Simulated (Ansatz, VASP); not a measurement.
**One calculation of AlN, two programs**

```
Al N
1.0
     3.11100    0.00000    0.00000
    -1.55550    2.69421    0.00000
     0.00000    0.00000    4.97800
Al N
2 2
Direct
  0.33333 0.66667 0.00000
  0.66667 0.33333 0.50000
  0.02912 0.44397 0.38500
  0.66667 0.33333 0.88500
```

Alike in both runs: task single point; functional PBE; k mesh 12 × 12 × 6; occupations gaussian, width 0.05 eV; no spin polarisation.

|  | VASP | Ansatz |
| --- | --- | --- |
| version | VASP 6.6.1 | Ansatz 0.2.0 |
| potentials or method | VASP PAW PBE potentials, release 64 (Al, N), cutoff 520 eV | scalar-relativistic, plane waves, PAW |
| valence electrons in the cell | 16 | 16 |

|  | VASP | Ansatz | Ansatz less VASP |
| --- | --- | --- | --- |
| gap on the k mesh at the Fermi level (eV) | 3.24 | 3.21 | -0.028 |
| least direct gap on the mesh (eV) | 3.31 | 3.31 | -0.003 |
| rms of the force components (eV/Å) | 29.867 | 32.735 | +2.8686 |

Atom by atom the forces differ by 2.870 eV/Å (rms over components).
